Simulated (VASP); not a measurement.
GaN: electric field gradients with PBEsol

The system is GaN.

```
Ga N
1.0
     0.00000    1.97257    1.99250
     1.97257    0.00000    1.99250
     1.97257    1.97257    0.00000
Ga N
1 1
Direct
  0.50000 0.50000 0.50000
  0.00000 0.00000 0.00000
```

This cell differs from its parent crystal: equal xx and yy strain of -1 %.

- Program: VASP 6.6.1
- Task: electric field gradients
- Functional: PBEsol
- Potentials or basis: VASP PAW PBE potentials, release 64 (Ga_d, N)
- Cutoff: 520 eV
- k mesh: 13 × 13 × 13
- Occupations: fermi-dirac, width 0.02 eV
- Spin: no spin polarisation
- Dipole correction: no
- Further INCAR settings: ALGO = Normal; EDIFF = 1e-08; NBANDS = 16

* Pressure: 69.5 GPa
* Band gap on the k mesh: 1.89 eV, indirect (least direct gap 5.47 eV)

Stress tensor (GPa, compression positive):
```
71.28  0.00  0.00
 0.00 71.28  0.00
 0.00  0.00 65.80
```

Levels at points of the mesh, in eV from the valence-band top:
```tsv
k point	band 7	band 8	band 9	band 10	band 11	band 12
(0.00, 0.00, 0.00)	-0.87	-0.87	-0.77	4.70	15.74	15.82
```

Electric field gradients, principal values (V/Å²):
```tsv
atom	least	middle	greatest (by size)
1 Ga	-5.310	-5.315	10.624
2 N	0.075	0.075	-0.150
```

Wall time 53 s on 1 thread of Intel(R) Xeon(R) Platinum 8259CL CPU @ 2.50GHz (Skylake/Cascade Lake), on a shared host, peak memory 0.17 GiB.

Caveat: the cell differs from its parent crystal (equal xx and yy strain of -1 %); without QUAD_EFG the Cq values of the log hold for a quadrupole moment of 1 mb, not for the nuclei; the PAW data sets were made with another functional, which shifts forces and pressure a little. A k mesh can miss the band edges.
